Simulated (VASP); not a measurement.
# TaGa2 (F-43m) in VASP: notebook, part 2 of 2

VASP 6.6.1. Earlier steps stand in the parts before.

### Step 3. Single point, PBE

This run uses another cell than the first one, of 18.80 Å³/atom, 1.132 times its volume.

INCAR reads:

```
SYSTEM = TaGa2
  ALGO = Fast
  EDIFF = 1E-6
  ENCUT = 520
  GGA = PE
  ISIF = 2
  ISMEAR = 0
  LASPH = .True.
  LCHARG = .True.
  LELF = .True.
  LREAL = .False.
  LVHAR = .True.
  LWAVE = .False.
  NBANDS = 26
  NELM = 60
  PREC = Accurate
  SIGMA = 0.1
```

KPOINTS reads:

```
k-points
0
Gamma
  6 6 6
  0 0 0
```

POSCAR reads:

```
TaGa2
1.0
    0.0000000000      3.0439776313      3.0439776313
    3.0439776313      0.0000000000      3.0439776313
    3.0439776313      3.0439776313      0.0000000000
Ta Ga
1 2
Direct
    0.0000000000      0.0000000000      0.0000000000
    0.2500000000      0.2500000000      0.2500000000
    0.5000000000      0.5000000000      0.5000000000
```

Potentials or basis: VASP PAW PBE potentials, release 64 (Ta_pv, Ga_d).

Launch:

```bash
cat potpaw_PBE.64/Ta_pv/POTCAR potpaw_PBE.64/Ga_d/POTCAR > POTCAR
mpirun -np 1 vasp_std > vasp.out
```

OUTCAR:

```text
SYSTEM = TaGa2
   EDIFF = 1E-6
   ENCUT = 520
   GGA = PE
   ISIF = 2
   ISMEAR = 0
   LASPH = .True.
   LREAL = .False.
   NELM = 60
   PREC = Accurate

 ion  position               nearest neighbor table
   1  0.000  0.000  0.000-   2 2.64   2 2.64   2 2.64   2 2.64   3 3.04   3 3.04   3 3.04   3 3.04
                             3 3.04   3 3.04
   2  0.250  0.250  0.250-   1 2.64   1 2.64   1 2.64   3 2.64   3 2.64   3 2.64   3 2.64   1 2.64

   3  0.500  0.500  0.500-   2 2.64   2 2.64   2 2.64   2 2.64   1 3.04   1 3.04   1 3.04   1 3.04
                             1 3.04   1 3.04

  LATTYP: Found a face centered cubic cell.
 ALAT       =     6.0879552626

  Lattice vectors:

 A1 = (   0.0000000000,   3.0439776313,   3.0439776313)
 A2 = (   3.0439776313,   0.0000000000,   3.0439776313)
 A3 = (   3.0439776313,   3.0439776313,   0.0000000000)

Analysis of symmetry for initial positions (statically):
=====================================================================
 Subroutine PRICEL returns:
 Original cell was already a primitive cell.

 Routine SETGRP: Setting up the symmetry group for a
 face centered cubic supercell.

 Subroutine GETGRP returns: Found 24 space group operations
 (whereof 24 operations were pure point group operations)
 out of a pool of 48 trial point group operations.

The static configuration has the point symmetry T_d .

Analysis of symmetry for dynamics (positions and initial velocities):
=====================================================================
 Subroutine PRICEL returns:
 Original cell was already a primitive cell.

 Routine SETGRP: Setting up the symmetry group for a
 face centered cubic supercell.

 Subroutine GETGRP returns: Found 24 space group operations
 (whereof 24 operations were pure point group operations)
 out of a pool of 48 trial point group operations.

The dynamic configuration has the point symmetry T_d .

 Subroutine INISYM returns: Found 24 space group operations
 (whereof 24 operations are pure point group operations),
 and found     1 'primitive' translations

----------------------------------------------------------------------------------------

                                     Primitive cell

  volume of cell :      56.4098

  direct lattice vectors                    reciprocal lattice vectors
     0.000000000  3.043977631  3.043977631    -0.164258763  0.164258763  0.164258763
     3.043977631  0.000000000  3.043977631     0.164258763 -0.164258763  0.164258763
     3.043977631  3.043977631  0.000000000     0.164258763  0.164258763 -0.164258763

  length of vectors
     4.304834450  4.304834450  4.304834450     0.284504523  0.284504523  0.284504523

  position of ions in fractional coordinates (direct lattice)
     0.000000000  0.000000000  0.000000000
     0.250000000  0.250000000  0.250000000
     0.500000000  0.500000000  0.500000000

  ion indices of the primitive-cell ions
   primitive index   ion index
                 1           1
                 2           2
                 3           3

----------------------------------------------------------------------------------------

 KPOINTS: k-points

Automatic generation of k-mesh.
 Grid dimensions read from file:
 generate k-points for:    6    6    6

 Generating k-lattice:

  Cartesian coordinates                     Fractional coordinates (reciprocal lattice)
    -0.027376460  0.027376460  0.027376460     0.166666667  0.000000000  0.000000000
     0.027376460 -0.027376460  0.027376460     0.000000000  0.166666667  0.000000000
     0.027376460  0.027376460 -0.027376460     0.000000000  0.000000000  0.166666667

  Length of vectors
     0.047417420  0.047417420  0.047417420

  Shift w.r.t. Gamma in fractional coordinates (k-lattice)
     0.000000000  0.000000000  0.000000000

 Subroutine IBZKPT returns following result:
 ===========================================

 Found     16 irreducible k-points:

 Following reciprocal coordinates:
            Coordinates               Weight
  0.000000  0.000000  0.000000      1.000000
  0.166667  0.000000  0.000000      8.000000
  0.333333  0.000000  0.000000      8.000000
  0.500000  0.000000  0.000000      4.000000
  0.166667  0.166667  0.000000      6.000000
  0.333333  0.166667  0.000000     24.000000
[... 8 lines left out ...]
 -0.333333  0.333333  0.166667     24.000000
 -0.333333  0.500000  0.166667     12.000000
   k-points           NKPTS =     16   k-points in BZ     NKDIM =     16   number of bands    NBANDS=     26
   number of dos      NEDOS =    301   number of ions     NIONS =      3
   total plane-waves  NPLWV =  32768
   dimension x,y,z NGX =    32 NGY =   32 NGZ =   32
   dimension x,y,z NGXF=    64 NGYF=   64 NGZF=   64
   ions per type =               1   2
   NGX,Y,Z   is equivalent  to a cutoff of  12.36, 12.36, 12.36 a.u.
   NGXF,Y,Z  is equivalent  to a cutoff of  24.72, 24.72, 24.72 a.u.
 SYSTEM =  TaGa2
   PREC   = accura    normal or accurate (medium, high low for compatibility)
   ISTART =      0    job   : 0-new  1-cont  2-samecut
   ICHARG =      2    charge: 1-file 2-atom 10-const
   ISPIN  =      1    spin polarized calculation?
   LNONCOLLINEAR =      F non collinear calculations
   LSORBIT =      F    spin-orbit coupling
   LASPH  =      T    aspherical Exc in radial PAW
   ENCUT  =  520.0 eV  38.22 Ry    6.18 a.u.   8.00  8.00  8.00*2*pi/ulx,y,z
   NELM   =     60;   NELMIN=  2; NELMDL= -5     # of ELM steps
   EDIFF  = 0.1E-05   stopping-criterion for ELM
   LREAL  =      F    real-space projection
   EDIFFG = 0.1E-04   stopping-criterion for IOM
   NSW    =      0    number of steps for IOM
   IBRION =     -1    ionic relax: 0-MD 1-quasi-New 2-CG
   NFREE  =      0    steps in history (QN), initial steepest desc. (CG)
   ISIF   =      2    stress and relaxation
   ISYM   =      2    0-nonsym 1-usesym 2-fastsym
   POTIM  = 0.5000    time-step for ionic-motion
   TEBEG  =    0.0;   TEEND  =   0.0 temperature during run
   PSTRESS=    0.0 pullay stress
   NELECT =      37.0000    total number of electrons
   NUPDOWN=      -1.0000    fix difference up-down
   EMIN   =  10.00;   EMAX   =-10.00  energy-range for DOS
   EFERMI =   0.00;   METHOD = LEGACY
   ISMEAR =     0;   SIGMA  =   0.10  broadening in eV -4-tet -1-fermi 0-gaus
   EFERMI_NEDOS =   21; number of points for ismear=-14 and -15
   IALGO  =     68    algorithm
   IMIX   =      4    mixing-type and parameters
     AMIX     =   0.40;   BMIX     =  1.00
     AMIX_MAG =   1.60;   BMIX_MAG =  1.00
  volume/ion in A,a.u.               =      18.80       126.89
  Fermi-wavevector in a.u.,A,eV,Ry     =   1.422407  2.687960 27.527883  2.023242
  Thomas-Fermi vector in A             =   2.543114
   LORBIT       =      0    0 simple, 1 ext, 2 COOP (PROOUT), +10 PAW based schemes
   GGA     = PE    functional components
   LHFCALC =     F    Hartree Fock is set to
   AEXX    =    0.0000 exact exchange contribution
   IVDW    =     0    specifies the selected vdW correction
   LEPSILON=     F    determine dielectric tensor
   LRPA    =     F    only Hartree local field effects (RPA)
 non-spin polarized calculation
 RMM-DIIS sequential band-by-band and
 Gauss-broadening in eV      SIGMA  =   0.10
  energy-cutoff  :      520.00
  volume of cell :       56.41
 maximum number of plane-waves:      1536
   NGX = 17   NGY = 17   NGZ = 17

 number of electron      36.9999970 magnetization

 Free energy of the ion-electron system (eV)
  ---------------------------------------------------
  ext. energy  EPLUGINS =         0.00000000
  ---------------------------------------------------
  free energy    TOTEN  =       -15.89709465 eV

  energy without entropy =      -15.86260261  energy(sigma->0) =      -15.87984863

 E-fermi :   5.8074     XC(G=0): -11.3904

 val. band max:        5.7405574325   @ k =  -0.3333   0.3333   0.0000
 cond. band min:       5.8209174231   @ k =  -0.3333   0.5000   0.1667
 fundamental gap:      0.0803599906
 Fermi energy:         5.8073899826

 k-point     1 :       0.0000    0.0000    0.0000
  band No.  band energies     occupation
      1     -29.2490      2.00000
      2     -29.2490      2.00000
      3     -29.2490      2.00000
      4      -9.5108      2.00000
      5      -9.5108      2.00000
      6      -9.4933      2.00000
[... 18 lines left out ...]
     25      12.7855      0.00000
     26      12.7861      0.00000
[... 412 lines left out ...]
      4      -9.5556      2.00000
      5      -9.5432      2.00000
      6      -9.4563      2.00000
[... 18 lines left out ...]
     25      13.4910      0.00000
     26      13.6151      0.00000

------------------------ aborting loop because EDIFF is reached ----------------------------------------

  FORCE on cell =-STRESS in cart. coord.  units (eV):
  Direction    XX          YY          ZZ          XY          YZ          ZX
  --------------------------------------------------------------------------------------
  -------------------------------------------------------------------------------------
  Total        0.0247985      0.0247985      0.0247985      0.0000000      0.0000000      0.0000000
  in kB        0.7043377      0.7043377      0.7043377      0.0000000      0.0000000      0.0000000
  external PRESSURE =       0.7043377 kB  Pullay stress =       0.0000000 kB

 VOLUME and BASIS-vectors are now :
 -----------------------------------------------------------------------------
  energy-cutoff  :      520.00
  volume of cell :       56.41
      direct lattice vectors                 reciprocal lattice vectors
     0.000000000  3.043977631  3.043977631    -0.164258763  0.164258763  0.164258763
     3.043977631  0.000000000  3.043977631     0.164258763 -0.164258763  0.164258763
     3.043977631  3.043977631  0.000000000     0.164258763  0.164258763 -0.164258763

 POSITION                                       TOTAL-FORCE (eV/Angst)
 -----------------------------------------------------------------------------------
      0.00000      0.00000      0.00000         0.000000     -0.000000     -0.000000
      1.52199      1.52199      1.52199        -0.000000     -0.000000     -0.000000
      3.04398      3.04398      3.04398         0.000000      0.000000      0.000000
 -----------------------------------------------------------------------------------
    total drift:                               -0.000001     -0.000001     -0.000001

  FREE ENERGIE OF THE ION-ELECTRON SYSTEM (eV)
  ---------------------------------------------------
  free  energy   TOTEN  =       -15.8970946547 eV

  energy  without entropy=      -15.8626026134  energy(sigma->0) =      -15.87984863
```

It took 18 s on 1 thread of AMD EPYC 9R45 (Zen 5), shared host; peak memory 0.15 GiB.

What came out:

```yaml
Free_energy: -15.8971 eV
Pressure: 0.1 GPa
```

Caveat: spin-orbit coupling is left out, which moves the levels of the heavy elements.

### Step 4. Relaxation of cell and atoms, PBE

INCAR reads:

```
SYSTEM = TaGa2
PREC = Accurate
ENCUT = 600
EDIFF = 1E-6
ISMEAR = 0
SIGMA = 0.1
LREAL = .False.
LASPH = .True.
NELM = 80
ALGO = Fast
ISIF = 3
LWAVE = .False.
LCHARG = .False.
GGA = PE
IBRION = 2
NSW = 90
EDIFFG = -0.04
```

KPOINTS reads:

```
regular mesh
0
Gamma
  6 6 6
  0 0 0
```

POSCAR reads:

```
TaGa2
1.0
    0.0000000000      2.9209175500      2.9209175500
    2.9209175500      0.0000000000      2.9209175500
    2.9209175500      2.9209175500      0.0000000000
Ta Ga
1 2
Direct
    0.0000000000      0.0000000000      0.0000000000
    0.2500000000      0.2500000000      0.2500000000
    0.5000000000      0.5000000000      0.5000000000
```

Launch:

```bash
cat potpaw_PBE.64/Ta_pv/POTCAR potpaw_PBE.64/Ga_d/POTCAR > POTCAR
mpirun -np 1 vasp_std > vasp.out
```

It took 88 s on 1 thread of AMD EPYC 9R45 (Zen 5), shared host; peak memory 0.2 GiB.

The run converged. Its results:

```yaml
Free_energy: -15.8955 eV
Relaxed_volume: 18.85 Å³/atom
Relaxed_cell: a = 4.308 Å, b = 4.308 Å, c = 4.308 Å, α = 60.00°, β = 60.00°, γ = 60.00°
Space_group_after_relaxing_to_0.05_Å: F-43m (No. 216)
Energy_gained_by_relaxing: 98.9 meV/atom
Ionic_steps: 3
Pressure_after_relaxing: -0.2 GPa
```

The path:
```csv
step,energy change (eV),largest force (eV/Å),pressure (GPa),volume (Å³)
1,0.0000,0.0000,16.23,49.84
2,-0.1129,0.0000,-8.14,63.00
3,-0.2967,0.0000,-0.16,56.54
```

Final structure:
```cif
data_structure
_symmetry_space_group_name_H-M 'P 1'
_symmetry_Int_Tables_number 1
_cell_length_a 4.3081
_cell_length_b 4.3081
_cell_length_c 4.3081
_cell_angle_alpha 60.000
_cell_angle_beta 60.000
_cell_angle_gamma 60.000
_cell_volume 56.54
loop_
_atom_site_label
_atom_site_type_symbol
_atom_site_fract_x
_atom_site_fract_y
_atom_site_fract_z
_atom_site_occupancy
Ta1 Ta 0.00000 0.00000 0.00000 1
Ga1 Ga 0.25000 0.25000 0.25000 1
Ga2 Ga 0.50000 0.50000 0.50000 1
```

Levels at points of the mesh, in eV from the Fermi level:
```csv
k point,band 16,band 17,band 18,band 19,band 20,band 21
"(0.00, 0.00, 0.00)",-2.25,-2.25,-0.12,-0.12,0.93,1.56
"(0.50, 0.00, 0.00)",-2.96,-2.96,-0.47,0.16,0.16,1.47
"(0.50, 0.50, 0.00)",-2.33,-2.33,-2.10,-0.87,0.50,0.85
```

Caveat: spin-orbit coupling is left out, which moves the levels of the heavy elements.

### Step 5. Single point, PBE

This run uses another cell than the first one, of 18.79 Å³/atom, 1.131 times its volume.

INCAR reads:

```
  PREC = Accurate
  ENCUT = 520
  EDIFF = 1E-6
  ISMEAR = 0
  SIGMA = 0.1
  LREAL = False
  LASPH = True
  NELM = 60
  ALGO = Fast
  ISIF = 2
  LWAVE = False
  LCHARG = False
  GGA = PE
  NBANDS = 26
```

KPOINTS reads:

```
regular mesh
0
Gamma
  14 14 14
```

POSCAR reads:

```
TaGa2
1.0
    0.0000000000      3.0430719520      3.0430719520
    3.0430719520      0.0000000000      3.0430719520
    3.0430719520      3.0430719520      0.0000000000
Ta Ga
1 2
Direct
    0.0000000000      0.0000000000      0.0000000000
    0.7500000000      0.7500000000      0.7500000000
    0.5000000000      0.5000000000      0.5000000000
```

Launch:

```bash
cat potpaw_PBE.64/Ta_pv/POTCAR potpaw_PBE.64/Ga_d/POTCAR > POTCAR
mpirun -np 1 vasp_std > vasp.out
```

It took 1.7 min on 1 thread of AMD EPYC 9R45 (Zen 5), shared host; peak memory 0.25 GiB.

It converged, with:

```
Free energy : -15.9018 eV
Pressure    : 0.2 GPa
```

Levels at points of the mesh, in eV from the Fermi level:
| k point | band 16 | band 17 | band 18 | band 19 | band 20 | band 21 |
| --- | --- | --- | --- | --- | --- | --- |
| (0.00, 0.00, 0.00) | -2.24 | -2.24 | -0.11 | -0.11 | 0.97 | 1.58 |
| (0.50, 0.00, 0.00) | -2.96 | -2.96 | -0.45 | 0.17 | 0.17 | 1.49 |
| (0.50, 0.50, 0.00) | -2.31 | -2.31 | -2.09 | -0.84 | 0.52 | 0.86 |

Caveat: spin-orbit coupling is left out, which moves the levels of the heavy elements.

### Step 6. Overview

```csv
task,cell,k mesh,cutoff (eV),gap on the mesh (eV),pressure (GPa)
single point,"a = 4.131 Å, angles 60.0°, 3 atoms",6 × 6 × 6,520,none,16.3
single point,"a = 4.305 Å, angles 60.0°, 3 atoms",6 × 6 × 6,520,none,0.1
relaxation of cell and atoms,"relaxed from a = 4.131 Å, angles 60.0°, 3 atoms",6 × 6 × 6,600,none,-0.2
single point,"a = 4.304 Å, angles 60.0°, 3 atoms",14 × 14 × 14,520,none,0.2
```

Alike in all rows: level PBE; potentials or basis VASP PAW PBE potentials, release 64 (Ta_pv, Ga_d); no spin polarisation; smearing gaussian 0.1 eV.

Caveats: spin-orbit coupling is left out, which moves the levels of the heavy elements.

Absolute energies hang on the potentials; compare differences alone.
